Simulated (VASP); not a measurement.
## Ga2O3 (La2O3 type): relaxation of cell and atoms with PBE

Ga2O3 (La2O3 type):

```xyz
5
Lattice="3.4529 0.0000 0.0000 -1.7265 2.9903 0.0000 0.0000 0.0000 5.3866" Properties=species:S:1:pos:R:3 pbc="T T T"
Ga    0.0000    1.9935    1.3197
Ga    1.7265    0.9968    4.0669
O     0.0000    0.0000    0.0000
O     0.0000    1.9935    3.4743
O     1.7265    0.9968    1.9122
```

| Quantity | Value |
| --- | --- |
| Program | VASP 6.6.1 |
| Task | relaxation of cell and atoms |
| Functional | PBE |
| Potentials or basis | VASP PAW PBE potentials, release 64 (Ga_d, O) |
| Cutoff | 600 eV |
| k mesh | 11 × 11 × 7 |
| Occupations | fermi-dirac, width 0.08 eV |
| Spin | no spin polarisation |
| Dipole correction | no |
| Further INCAR settings | ALGO = Normal; EDIFF = 1e-06; IBRION = 2; EDIFFG = -0.005; NSW = 100; ISIF = 3 |

```
Relaxed volume                        : 10.85 Å³/atom
Relaxed cell                          : a = 3.041 Å, b = 3.041 Å, c = 6.777 Å, α = 90.00°, β = 90.00°, γ = 120.00°
Space group after relaxing (to 0.1 Å) : P-3m1 (No. 164)
Energy gained by relaxing             : 326.2 meV/atom
Ionic steps                           : 43
Pressure after relaxing               : 0.0 GPa
Largest force after relaxing          : 0.003 eV/Å
Band gap on the k mesh                : 2.02 eV
```

Forces on the atoms (eV/Å):
```
Ga   0.000  0.000  0.001
Ga   0.000  0.000 -0.001
O    0.000  0.000  0.000
O    0.000  0.000 -0.003
O    0.000  0.000  0.003
```

Step by step:
```
step  energy change (eV)  largest force (eV/Å)  pressure (GPa)  volume (Å³)
   1              0.0000                1.1576          -17.13        55.62
   3             -0.7556                0.7427            4.96        48.58
   5             -1.2409                2.1936           11.58        49.31
   7             -1.4611                1.1163            1.58        52.03
   9             -1.5092                0.7125            0.03        52.34
  11             -1.5740                0.3561            0.65        52.01
  13             -1.5929                0.2251            1.28        52.26
  15             -1.6098                0.1217           -2.17        53.84
  17             -1.6288                0.0985           -0.30        54.08
  19             -1.6309                0.0392           -0.02        54.29
  21             -1.6309                0.0204           -0.14        54.32
  23             -1.6310                0.0199            0.04        54.30
  25             -1.6310                0.0171            0.04        54.28
  27             -1.6310                0.0044           -0.05        54.29
  29             -1.6310                0.0084            0.07        54.27
  31             -1.6310                0.0080           -0.04        54.27
  33             -1.6310                0.0056            0.05        54.26
  35             -1.6311                0.0091           -0.07        54.27
  37             -1.6311                0.0104            0.02        54.26
  39             -1.6311                0.0072           -0.06        54.26
  41             -1.6311                0.0013           -0.08        54.27
  43             -1.6311                0.0034           -0.04        54.26
```

Final structure:
```xyz
5
Lattice="3.0407 0.0000 0.0000 -1.5203 2.6333 0.0000 0.0000 0.0000 6.7766" Properties=species:S:1:pos:R:3 pbc="T T T"
Ga    0.0000    1.7555    1.4073
Ga    1.5203    0.8778    5.3693
O     0.0000    0.0000    0.0000
O     0.0000    1.7555    4.6483
O     1.5203    0.8778    2.1283
```

Levels at points of the mesh, in eV from the valence-band top:
| k point | band 18 | band 19 | band 20 | band 21 | band 22 | band 23 | band 24 | band 25 | band 26 |
| --- | --- | --- | --- | --- | --- | --- | --- | --- | --- |
| (0.00, 0.00, 0.00) | -1.20 | -1.20 | -0.99 | -0.99 | 0.00 | 2.02 | 5.18 | 6.26 | 10.86 |

It took 49 min on 1 thread of Intel(R) Xeon(R) Platinum 8488C (Sapphire Rapids) (shared host), peak memory 0.3 GiB.

Caveat: a cell axis changed by over 15 % at a fixed basis, so the end point is rough. A k mesh can miss the band edges.
